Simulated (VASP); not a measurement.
A run of VASP 6.6.1 is set up as follows.

INCAR

```
SYSTEM = AlCo
ALGO = Normal
DIPOL = 0.5 0.5 0.500
EDIFF = 1E-6
ENCUT = 520
GGA = PS
IDIPOL = 3
ISIF = 2
ISMEAR = 0
LASPH = .TRUE.
LCHARG = .FALSE.
LDIPOL = .TRUE.
LREAL = .FALSE.
LWAVE = .FALSE.
NBANDS = 34
NELM = 60
PREC = Accurate
SIGMA = 0.1
```

The input KPOINTS:

```
k-points
0
G
  10 7 1
  0 0 0
```

Contents of POSCAR:

```
AlCo
1.0
    2.8225855369      0.0000000000      0.0000000000
    0.0000000000      3.9917387472      0.0000000000
    0.0000000000      0.0000000000     22.9876081208
Al Co
4 4
Direct
    0.0000000000      0.5000000000      0.3697644381
    0.0000000000      0.0000000000      0.4565881460
    0.0000000000      0.5000000000      0.5433534146
    0.0000000000      0.0000000000      0.6344824940
    0.5000000000      0.0000000000      0.3697644381
    0.5000000000      0.5000000000      0.4565881460
    0.5000000000      0.0000000000      0.5426139576
    0.5000000000      0.5000000000      0.6264118651
```

Potentials or basis: VASP PAW PBE potentials, release 64 (Al, Co).

Run with:

```console
$ cat potpaw_PBE.64/Al/POTCAR potpaw_PBE.64/Co/POTCAR > POTCAR
$ mpirun -np 1 vasp_std > vasp.out
```

(1) Estimate the band gap on the k mesh.

(2) Estimate the largest force.

Answers

(1) zero (band 24 reaches 1.20 eV, above the bottom of band 25 at 0.14 eV).

(2) 0.650 eV/Å.

Caveat: the PAW data sets were made with another functional, which shifts forces and pressure a little.
